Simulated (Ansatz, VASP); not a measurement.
## Two plane-wave programs on Sn

```xyz
2
Lattice="0.0000 3.2711 3.2711 3.2711 0.0000 3.2711 3.2711 3.2711 0.0000" Properties=species:S:1:pos:R:3 pbc="T T T"
Sn   -0.8178   -0.8178   -0.8178
Sn    0.8178    0.8178    0.8178
```

Change from the starting cell: shortest bond scaled by 1, PAW files.

Alike in both runs: task electric field gradients; functional PBEsol; k mesh 8 × 8 × 8; occupations fermi-dirac, width 0.05 eV; no spin polarisation.

|  | VASP | Ansatz |
| --- | --- | --- |
| version | VASP 6.6.1 | Ansatz 0.2.0 |
| potentials or method | VASP PAW PBE potentials, release 64 (Sn_d) | PAW with Ansatz's default frozen-core files, scalar-relativistic |
| plane-wave cutoff (eV) | 520 | 420 |
| valence electrons in the cell | 28 | 28 |

```tsv
	VASP	Ansatz	Ansatz less VASP
pressure (GPa)	-0.1	0.0	+0.07
```

VASP's potentials were made for PBE, not for PBEsol.
